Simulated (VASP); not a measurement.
Write the native input for VASP 6.6.1 that does the following.

```
Task                   : single point
Functional             : LDA
Potentials or basis    : VASP PAW LDA potentials, release 64 (Sr_sv, O)
Cutoff                 : 520 eV
k mesh                 : 8 × 8 × 8
Occupations            : gaussian, width 0.05 eV
Spin                   : no spin polarisation
Dipole correction      : no
Further INCAR settings : ALGO = Normal; EDIFF = 1e-06; NBANDS = 15
```

The structure of SrO lies in POSCAR:

```
SrO
1.0
    0.0000000000      2.5698000000      2.5698000000
    2.5698000000      0.0000000000      2.5698000000
    2.5698000000      2.5698000000      0.0000000000
Sr O
1 1
Direct
    0.0000000000      0.0000000000      0.0000000000
    0.5000000000      0.5000000000      0.5000000000
```

One way to write it, as run:

INCAR

```
ALGO     = Normal         # electronic algorithm
EDIFF    = 1E-6           # SCF threshold, eV
ENCUT    = 520            # plane-wave cutoff, eV
GGA      = CA             # functional
ISIF     = 2              # what is computed and relaxed
ISMEAR   = 0              # smearing method
LASPH    = T              # aspherical terms in the spheres
LCHARG   = T              # write CHGCAR
LELF     = T              # ELF
LREAL    = F              # projectors in reciprocal space
LVHAR    = T            
LWAVE    = F              # write WAVECAR
NBANDS   = 15             # bands
NELM     = 100            # most SCF steps
PREC     = Accurate       # precision mode
SIGMA    = 0.05           # smearing width, eV
```

KPOINTS

```
k-points
0
Gamma
  8 8 8
```

Potentials or basis: VASP PAW LDA potentials, release 64 (Sr_sv, O).

The run is started by

```sh
$ cat potpaw_LDA.64/Sr_sv/POTCAR potpaw_LDA.64/O/POTCAR > POTCAR
$ mpirun -np 1 vasp_std > vasp.out
```

Results of the run:

| Quantity | Value |
| --- | --- |
| Pressure | -3.5 GPa |
| Band gap on the k mesh | 3.10 eV, indirect (least direct gap 3.18 eV) |

It took 34 s on 1 thread of AMD EPYC 7R13, with other jobs on the host, peak memory 0.12 GiB.
